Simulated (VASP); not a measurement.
Set up this calculation in VASP 6.6.1, as the native input.

| Item | Value |
| --- | --- |
| Task | single point |
| Functional | PBE |
| Potentials or basis | VASP PAW PBE potentials, release 64 (K_sv, Cl, Rh_pv, Na_pv) |
| Cutoff | 520 eV |
| k mesh | 5 × 5 × 5 |
| Occupations | gaussian, width 0.1512 eV |
| Spin | no spin polarisation |
| Dipole correction | no |
| k mesh for the DOS | 8 × 8 × 8 |
| Occupations for the DOS | tetrahedron |
| Further INCAR settings | ALGO = Normal; EDIFF = 1e-07 |

The system is K2NaRhCl6.

```
K Cl Rh Na
1.0
     0.00000    4.84430    4.84430
     4.84430    0.00000    4.84430
     4.84430    4.84430    0.00000
K Cl Rh Na
2 6 1 1
Cartesian
  2.4222 2.4222 2.4222
  7.2665 7.2665 7.2665
  2.3059 4.8443 4.8443
  4.8443 2.3059 4.8443
  7.3827 4.8443 4.8443
  4.8443 7.3827 4.8443
  4.8443 4.8443 2.3059
  4.8443 4.8443 7.3827
  0.0000 0.0000 0.0000
  4.8443 4.8443 4.8443
```

One way to write it, as run:

POSCAR

```
K2NaRhCl6
1.0
    0.0000000000      4.8443040000      4.8443040000
    4.8443040000      0.0000000000      4.8443040000
    4.8443040000      4.8443040000      0.0000000000
K Cl Rh Na
2 6 1 1
Direct
    0.2500000000      0.2500000000      0.2500000000
    0.7500000000      0.7500000000      0.7500000000
    0.7620000000      0.2380000000      0.2380000000
    0.2380000000      0.7620000000      0.2380000000
    0.2380000000      0.7620000000      0.7620000000
    0.7620000000      0.2380000000      0.7620000000
    0.2380000000      0.2380000000      0.7620000000
    0.7620000000      0.7620000000      0.2380000000
    0.0000000000      0.0000000000      0.0000000000
    0.5000000000      0.5000000000      0.5000000000
```

INCAR.step1

```
PREC = Accurate
ENCUT = 520
EDIFF = 1E-7
ISMEAR = 0
SIGMA = 0.1512
LREAL = False
LASPH = True
NELM = 80
ALGO = Normal
ISIF = 2
LWAVE = False
LCHARG = True
LMAXMIX = 4
GGA = PE
NBANDS = 52
```

KPOINTS.step1

```
Automatic mesh
0
Gamma
  5 5 5
```

INCAR.step2

```
PREC = Accurate
ENCUT = 520
EDIFF = 1E-7
ISMEAR = -5
SIGMA = 0.1512
LREAL = False
LASPH = True
NELM = 80
ALGO = Normal
ISIF = 2
LWAVE = False
LCHARG = False
LMAXMIX = 4
GGA = PE
LORBIT = 10
NEDOS = 2001
ICHARG = 11
```

KPOINTS.step2

```
Automatic mesh
0
Gamma
  8 8 8
```

Potentials or basis: VASP PAW PBE potentials, release 64 (K_sv, Cl, Rh_pv, Na_pv).

The run is started by

```console
$ cat potpaw_PBE.64/K_sv/POTCAR potpaw_PBE.64/Cl/POTCAR potpaw_PBE.64/Rh_pv/POTCAR potpaw_PBE.64/Na_pv/POTCAR > POTCAR
$ cp INCAR.step1 INCAR
$ cp KPOINTS.step1 KPOINTS
$ mpirun -np 1 vasp_std > vasp.out
$ cp INCAR.step2 INCAR
$ cp KPOINTS.step2 KPOINTS
$ mpirun -np 1 vasp_std > vasp.out
```

It gave:

```yaml
Valence_electrons_inside_the_program's_atomic_spheres: K 7.55; Cl 5.16; Rh 13.74; Na 6.07
```

Wall time 9.2 min on 1 thread of Intel(R) Xeon(R) Platinum 8488C (Sapphire Rapids) (shared host), peak memory 0.56 GiB.
